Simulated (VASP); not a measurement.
# IrO (F-43m) in VASP: notebook

The runs below take IrO through single point, with r2SCAN.

Program: VASP 6.6.1. These are calculated values, not measurements. Logs are shortened: lines on timing, memory, paths and dates and some standing lists are left out, and cuts for length are marked.

## Step 1: The cell of the first run

The structure is cubic, space group F-43m (No. 216). The conventional cell has a = 4.998 Å, b = 4.998 Å, c = 4.998 Å, α = 90.00°, β = 90.00°, γ = 90.00°. Within 2.9 Å of Ir (site symmetry -43m) lie 4 O at 2.16 Å. O (site symmetry -43m) has 4 Ir at 2.16 Å within 2.9 Å.

## Step 2: Single point, r2SCAN

The input, POSCAR:

```
IrO
1.0
    0.0000000000      2.4989480711      2.4989480711
    2.4989480711      0.0000000000      2.4989480711
    2.4989480711      2.4989480711      0.0000000000
Ir O
1 1
Direct
    0.0000000000      0.0000000000      0.0000000000
    0.2500000000      0.2500000000      0.2500000000
```

The input, INCAR.step1:

```
  PREC = Accurate
  ENCUT = 520
  ISMEAR = 0
  SIGMA = 0.1
  LREAL = False
  LASPH = True
  NELM = 60
  NBANDS = 14
  GGA = PE
  ALGO = Normal
  EDIFF = 1E-4
  LWAVE = True
  LCHARG = False
```

The input, INCAR.step2:

```
  PREC = Accurate
  ENCUT = 520
  EDIFF = 1E-6
  ISMEAR = 0
  SIGMA = 0.1
  LREAL = False
  LASPH = True
  NELM = 60
  ALGO = Normal
  ISIF = 2
  LWAVE = False
  LCHARG = False
  METAGGA = R2SCAN
  LMIXTAU = True
  NBANDS = 14
  ISTART = 1
```

The input, KPOINTS:

```
Automatic mesh
0
Gamma
  16 16 16
```

Potentials or basis: VASP PAW PBE potentials, release 64 (Ir, O).

The run is started by

```bash
$ cat potpaw_PBE.64/Ir/POTCAR potpaw_PBE.64/O/POTCAR > POTCAR
$ cp INCAR.step1 INCAR
$ mpirun -np 1 vasp_std > vasp.out
$ cp INCAR.step2 INCAR
$ mpirun -np 1 vasp_std > vasp.out
```

OUTCAR:

```text
PREC = Accurate
   ENCUT = 520
   EDIFF = 1E-6
   ISMEAR = 0
   LREAL = False
   LASPH = True
   NELM = 60
   ISIF = 2
   METAGGA = R2SCAN
   ISTART = 1

 ion  position               nearest neighbor table
   1  0.000  0.000  0.000-   2 2.16   2 2.16   2 2.16   2 2.16
   2  0.250  0.250  0.250-   1 2.16   1 2.16   1 2.16   1 2.16

  LATTYP: Found a face centered cubic cell.
 ALAT       =     4.9978961422

  Lattice vectors:

 A1 = (   0.0000000000,   2.4989480711,   2.4989480711)
 A2 = (   2.4989480711,   0.0000000000,   2.4989480711)
 A3 = (   2.4989480711,   2.4989480711,   0.0000000000)

Analysis of symmetry for initial positions (statically):
=====================================================================
 Subroutine PRICEL returns:
 Original cell was already a primitive cell.

 Routine SETGRP: Setting up the symmetry group for a
 face centered cubic supercell.

 Subroutine GETGRP returns: Found 24 space group operations
 (whereof 24 operations were pure point group operations)
 out of a pool of 48 trial point group operations.

The static configuration has the point symmetry T_d .

Analysis of symmetry for dynamics (positions and initial velocities):
=====================================================================
 Subroutine PRICEL returns:
 Original cell was already a primitive cell.

 Routine SETGRP: Setting up the symmetry group for a
 face centered cubic supercell.

 Subroutine GETGRP returns: Found 24 space group operations
 (whereof 24 operations were pure point group operations)
 out of a pool of 48 trial point group operations.

The dynamic configuration has the point symmetry T_d .

 Subroutine INISYM returns: Found 24 space group operations
 (whereof 24 operations are pure point group operations),
 and found     1 'primitive' translations

----------------------------------------------------------------------------------------

                                     Primitive cell

  volume of cell :      31.2106

  direct lattice vectors                    reciprocal lattice vectors
     0.000000000  2.498948071  2.498948071    -0.200084190  0.200084190  0.200084190
     2.498948071  0.000000000  2.498948071     0.200084190 -0.200084190  0.200084190
     2.498948071  2.498948071  0.000000000     0.200084190  0.200084190 -0.200084190

  length of vectors
     3.534046254  3.534046254  3.534046254     0.346555982  0.346555982  0.346555982

  position of ions in fractional coordinates (direct lattice)
     0.000000000  0.000000000  0.000000000
     0.250000000  0.250000000  0.250000000

  ion indices of the primitive-cell ions
   primitive index   ion index
                 1           1
                 2           2

----------------------------------------------------------------------------------------

 KPOINTS: Automatic mesh

Automatic generation of k-mesh.
 Grid dimensions read from file:
 generate k-points for:   16   16   16

 Generating k-lattice:

  Cartesian coordinates                     Fractional coordinates (reciprocal lattice)
    -0.012505262  0.012505262  0.012505262     0.062500000  0.000000000  0.000000000
     0.012505262 -0.012505262  0.012505262     0.000000000  0.062500000  0.000000000
     0.012505262  0.012505262 -0.012505262     0.000000000  0.000000000  0.062500000

  Length of vectors
     0.021659749  0.021659749  0.021659749

  Shift w.r.t. Gamma in fractional coordinates (k-lattice)
     0.000000000  0.000000000  0.000000000

 Subroutine IBZKPT returns following result:
 ===========================================

 Found    145 irreducible k-points:

 Following reciprocal coordinates:
            Coordinates               Weight
  0.000000  0.000000  0.000000      1.000000
  0.062500  0.000000  0.000000      8.000000
  0.125000  0.000000  0.000000      8.000000
  0.187500  0.000000  0.000000      8.000000
  0.250000  0.000000  0.000000      8.000000
  0.312500  0.000000  0.000000      8.000000
[... 16 lines left out ...]
 -0.125000  0.062500  0.000000     24.000000
 -0.062500  0.062500  0.000000     12.000000
 [... further k-points ...]
   k-points           NKPTS =    145   k-points in BZ     NKDIM =    145   number of bands    NBANDS=     14
   number of dos      NEDOS =    301   number of ions     NIONS =      2
   total plane-waves  NPLWV =  21952
   dimension x,y,z NGX =    28 NGY =   28 NGZ =   28
   dimension x,y,z NGXF=    56 NGYF=   56 NGZF=   56
   ions per type =               1   1
   NGX,Y,Z   is equivalent  to a cutoff of  13.17, 13.17, 13.17 a.u.
   NGXF,Y,Z  is equivalent  to a cutoff of  26.34, 26.34, 26.34 a.u.
 SYSTEM =  unknown system
   PREC   = accura    normal or accurate (medium, high low for compatibility)
   ISTART =      1    job   : 0-new  1-cont  2-samecut
   ICHARG =      0    charge: 1-file 2-atom 10-const
   ISPIN  =      1    spin polarized calculation?
   LNONCOLLINEAR =      F non collinear calculations
   LSORBIT =      F    spin-orbit coupling
   LASPH  =      T    aspherical Exc in radial PAW
   ENCUT  =  520.0 eV  38.22 Ry    6.18 a.u.   6.57  6.57  6.57*2*pi/ulx,y,z
   NELM   =     60;   NELMIN=  2; NELMDL=  0     # of ELM steps
   EDIFF  = 0.1E-05   stopping-criterion for ELM
   LREAL  =      F    real-space projection
   EDIFFG = 0.1E-04   stopping-criterion for IOM
   NSW    =      0    number of steps for IOM
   IBRION =     -1    ionic relax: 0-MD 1-quasi-New 2-CG
   NFREE  =      0    steps in history (QN), initial steepest desc. (CG)
   ISIF   =      2    stress and relaxation
   ISYM   =      2    0-nonsym 1-usesym 2-fastsym
   POTIM  = 0.5000    time-step for ionic-motion
   TEBEG  =    0.0;   TEEND  =   0.0 temperature during run
   PSTRESS=    0.0 pullay stress
   NELECT =      15.0000    total number of electrons
   NUPDOWN=      -1.0000    fix difference up-down
   EMIN   =  10.00;   EMAX   =-10.00  energy-range for DOS
   EFERMI =   0.00;   METHOD = LEGACY
   ISMEAR =     0;   SIGMA  =   0.10  broadening in eV -4-tet -1-fermi 0-gaus
   EFERMI_NEDOS =   21; number of points for ismear=-14 and -15
   IALGO  =     38    algorithm
   IMIX   =      4    mixing-type and parameters
     AMIX     =   0.40;   BMIX     =  1.00
     AMIX_MAG =   1.60;   BMIX_MAG =  1.00
  volume/ion in A,a.u.               =      15.61       105.31
  Fermi-wavevector in a.u.,A,eV,Ry     =   1.282344  2.423280 22.373518  1.644407
  Thomas-Fermi vector in A             =   2.414661
   LORBIT       =      0    0 simple, 1 ext, 2 COOP (PROOUT), +10 PAW based schemes
   METAGGA = R2SCAN    functional components
   LHFCALC =     F    Hartree Fock is set to
   AEXX    =    0.0000 exact exchange contribution
   IVDW    =     0    specifies the selected vdW correction
   LEPSILON=     F    determine dielectric tensor
   LRPA    =     F    only Hartree local field effects (RPA)
 non-spin polarized calculation
 Gauss-broadening in eV      SIGMA  =   0.10
  energy-cutoff  :      520.00
  volume of cell :       31.21
 maximum number of plane-waves:       872
   NGX = 13   NGY = 13   NGZ = 13

 number of electron      15.0000000 magnetization

 Free energy of the ion-electron system (eV)
  ---------------------------------------------------
  ext. energy  EPLUGINS =         0.00000000
  ---------------------------------------------------
  free energy    TOTEN  =       -56.62837767 eV

  energy without entropy =      -56.61704552  energy(sigma->0) =      -56.62271159

 E-fermi :   4.4377     XC(G=0): -11.7052

 val. band max:        4.4331218484   @ k =  -0.4375   0.2500   0.0625
 cond. band min:       4.4434747273   @ k =  -0.4375   0.4375   0.0625
 fundamental gap:      0.0103528789
 Fermi energy:         4.4376761918

 k-point     1 :       0.0000    0.0000    0.0000
  band No.  band energies     occupation
      1     -16.9924      2.00000
      2      -2.6157      2.00000
      3      -2.6157      2.00000
      4      -2.6157      2.00000
      5       2.3699      2.00000
      6       2.4566      2.00000
      7       2.4566      2.00000
      8       5.8749      0.00000
      9       5.8749      0.00000
     10       5.8749      0.00000
     11      17.4550      0.00000
     12      17.4550      0.00000
     13      17.4550      0.00000
     14      21.0727      0.00000

 k-point     2 :       0.0625    0.0000    0.0000
  band No.  band energies     occupation
      1     -16.9798      2.00000
      2      -2.6581      2.00000
      3      -2.5977      2.00000
      4      -2.5977      2.00000
      5       2.4441      2.00000
      6       2.4441      2.00000
      7       2.5322      2.00000
      8       5.7911      0.00000
      9       5.8645      0.00000
     10       5.8645      0.00000
     11      16.8664      0.00000
     12      17.5023      0.00000
     13      17.5023      0.00000
     14      21.2014      0.00000

 k-point     3 :       0.1250    0.0000    0.0000
  band No.  band energies     occupation
      1     -16.9441      2.00000
      2      -2.7559      2.00000
      3      -2.5472      2.00000
      4      -2.5472      2.00000
      5       2.4163      2.00000
      6       2.4163      2.00000
      7       2.9733      2.00000
      8       5.5601      0.00000
      9       5.8254      0.00000
     10       5.8254      0.00000
     11      15.6303      0.00000
     12      17.6303      0.00000
     13      17.6303      0.00000
     14      21.0396      0.00000

 k-point     4 :       0.1875    0.0000    0.0000
  band No.  band energies     occupation
      1     -16.8914      2.00000
      2      -2.8494      2.00000
      3      -2.4743      2.00000
      4      -2.4743      2.00000
      5       2.3975      2.00000
      6       2.3976      2.00000
      7       3.5511      2.00000
      8       5.2730      0.00000
      9       5.7407      0.00000
     10       5.7407      0.00000
     11      14.2859      0.00000
     12      17.7982      0.00000
     13      17.7982      0.00000
     14      20.6111      0.00000

 k-point     5 :       0.2500    0.0000    0.0000
  band No.  band energies     occupation
      1     -16.8301      2.00000
      2      -2.8911      2.00000
      3      -2.3931      2.00000
      4      -2.3931      2.00000
      5       2.4144      2.00000
      6       2.4144      2.00000
      7       3.8769      2.00000
      8       5.2793      0.00000
      9       5.5975      0.00000
     10       5.5975      0.00000
     11      13.0369      0.00000
[... 276 lines left out ...]
 k-point    22 :      -0.1875    0.0625    0.0000
  band No.  band energies     occupation
      1     -16.8627      2.00000
      2      -2.8882      2.00000
      3      -2.4483      2.00000
      4      -2.4111      2.00000
      5       2.2958      2.00000
      6       2.4891      2.00000
      7       3.8236      2.00000
      8       5.1055      0.00000
      9       5.6480      0.00000
     10       5.7652      0.00000
     11      13.9166      0.00000
     12      16.9451      0.00000
     13      18.3571      0.00000
     14      20.7870      0.00000

 k-point    23 :      -0.1250    0.0625    0.0000
  band No.  band energies     occupation
      1     -16.9182      2.00000
      2      -2.8200      2.00000
      3      -2.5228      2.00000
      4      -2.4874      2.00000
      5       2.3285      2.00000
      6       2.4714      2.00000
      7       3.2834      2.00000
      8       5.4004      0.00000
      9       5.7249      0.00000
     10       5.8468      0.00000
     11      15.1749      0.00000
     12      16.9730      0.00000
     13      18.0841      0.00000
     14      21.0569      0.00000

 k-point    24 :      -0.0625    0.0625    0.0000
  band No.  band energies     occupation
      1     -16.9596      2.00000
      2      -2.7250      2.00000
      3      -2.5762      2.00000
      4      -2.5539      2.00000
      5       2.3873      2.00000
      6       2.4644      2.00000
      7       2.7881      2.00000
      8       5.6752      0.00000
      9       5.7956      0.00000
     10       5.8740      0.00000
     11      16.2917      0.00000
     12      17.1611      0.00000
     13      17.7672      0.00000
     14      21.2026      0.00000

 [... further k-points ...]

------------------------ aborting loop because EDIFF is reached ----------------------------------------

  FORCE on cell =-STRESS in cart. coord.  units (eV):
  Direction    XX          YY          ZZ          XY          YZ          ZX
  --------------------------------------------------------------------------------------
  -------------------------------------------------------------------------------------
  Total       -4.1422424     -4.1422424     -4.1422424      0.0000000      0.0000000      0.0000000
  in kB     -212.6397242   -212.6397242   -212.6397242      0.0000000      0.0000000      0.0000000
  external PRESSURE =    -212.6397242 kB  Pullay stress =       0.0000000 kB

 VOLUME and BASIS-vectors are now :
 -----------------------------------------------------------------------------
  energy-cutoff  :      520.00
  volume of cell :       31.21
      direct lattice vectors                 reciprocal lattice vectors
     0.000000000  2.498948071  2.498948071    -0.200084190  0.200084190  0.200084190
     2.498948071  0.000000000  2.498948071     0.200084190 -0.200084190  0.200084190
     2.498948071  2.498948071  0.000000000     0.200084190  0.200084190 -0.200084190

 POSITION                                       TOTAL-FORCE (eV/Angst)
 -----------------------------------------------------------------------------------
      0.00000      0.00000      0.00000         0.000000     -0.000000     -0.000000
      1.24947      1.24947      1.24947        -0.000000      0.000000      0.000000
 -----------------------------------------------------------------------------------
    total drift:                               -0.000001     -0.000001     -0.000001

  FREE ENERGIE OF THE ION-ELECTRON SYSTEM (eV)
  ---------------------------------------------------
  free  energy   TOTEN  =       -56.6283776681 eV

  energy  without entropy=      -56.6170455218  energy(sigma->0) =      -56.62271159
```

Wall time 99 s (1 thread of Intel Xeon 6975P-C (Granite Rapids), shared host); peak memory 0.23 GiB.

What came out:

- Free energy: -56.6284 eV
- Pressure: -21.3 GPa

Levels at points of the mesh, in eV from the Fermi level:
```tsv
k point	band 3	band 4	band 5	band 6	band 7	band 8	band 9	band 10	band 11	band 12
(0.00, 0.00, 0.00)	-7.05	-7.05	-2.07	-1.98	-1.98	1.44	1.44	1.44	13.02	13.02
(0.50, 0.00, 0.00)	-6.65	-6.65	-1.74	-1.69	-1.69	0.48	0.48	3.33	5.63	13.59
(0.50, 0.50, 0.00)	-5.91	-5.91	-2.67	-1.52	-1.34	-0.32	-0.32	5.82	6.39	11.37
```

Caveat: the PAW data sets were made with another functional, which shifts forces and pressure a little; spin-orbit coupling is left out, which moves the levels of the heavy elements; an odd number of electrons without spin polarisation forces a metal; a magnetic or distorted state may lie lower.

## Step 3: Single point, r2SCAN

This run uses another cell than the first one, of 12.70 Å³/atom, 0.814 times its volume.

The input, POSCAR:

```
IrO
1.0
    0.0000000000      2.3328508508      2.3328508508
    2.3328508508      0.0000000000      2.3328508508
    2.3328508508      2.3328508508      0.0000000000
Ir O
1 1
Direct
    0.0000000000      0.0000000000      0.0000000000
    0.2500000000      0.2500000000      0.2500000000
```

The input, INCAR.step1:

```
PREC = Accurate
ENCUT = 660
ISMEAR = 0
SIGMA = 0.1
LREAL = False
LASPH = True
NELM = 120
NBANDS = 18
GGA = PE
ALGO = Normal
EDIFF = 1E-5
LWAVE = True
LCHARG = False
GGA_COMPAT = False
```

The input, INCAR.step2:

```
PREC = Accurate
ENCUT = 660
EDIFF = 1E-6
ISMEAR = 0
SIGMA = 0.1
LREAL = False
LASPH = True
NELM = 120
ALGO = Normal
ISIF = 2
LWAVE = False
LCHARG = True
METAGGA = R2SCAN
LMIXTAU = True
LELF = True
LVHAR = True
NBANDS = 18
ISTART = 1
GGA_COMPAT = False
```

KPOINTS is that of step 2.

Potentials or basis: VASP PAW PBE potentials, release 64 (Ir_sv_GW, O).

The run is started by

```bash
$ cat potpaw_PBE.64/Ir_sv_GW/POTCAR potpaw_PBE.64/O/POTCAR > POTCAR
$ cp INCAR.step1 INCAR
$ mpirun -np 1 vasp_std > vasp.out
$ cp INCAR.step2 INCAR
$ mpirun -np 1 vasp_std > vasp.out
```

Run time: 2.2 min. Hardware: 1 thread of Intel Xeon 6975P-C (Granite Rapids), shared host; peak memory 0.24 GiB.

Results (log left out):

| Quantity | Value |
| --- | --- |
| Free energy | -57.5084 eV |
| Pressure | 8.5 GPa |

Levels at points of the mesh, in eV from the Fermi level:
| k point | band 7 | band 8 | band 9 | band 10 | band 11 | band 12 | band 13 | band 14 | band 15 | band 16 |
| --- | --- | --- | --- | --- | --- | --- | --- | --- | --- | --- |
| (0.00, 0.00, 0.00) | -9.17 | -9.17 | -2.80 | -2.80 | -2.71 | 1.78 | 1.78 | 1.78 | 13.86 | 13.86 |
| (0.50, 0.00, 0.00) | -8.62 | -8.62 | -2.47 | -2.37 | -2.37 | 0.47 | 0.47 | 3.50 | 6.14 | 15.06 |
| (0.50, 0.50, 0.00) | -7.54 | -7.54 | -3.91 | -2.11 | -1.84 | -0.57 | -0.57 | 6.70 | 7.76 | 12.35 |

Caveat: the PAW data sets were made with another functional, which shifts forces and pressure a little; spin-orbit coupling is left out, which moves the levels of the heavy elements; an odd number of electrons without spin polarisation forces a metal; a magnetic or distorted state may lie lower.

(Continued in part 2 of 2.)
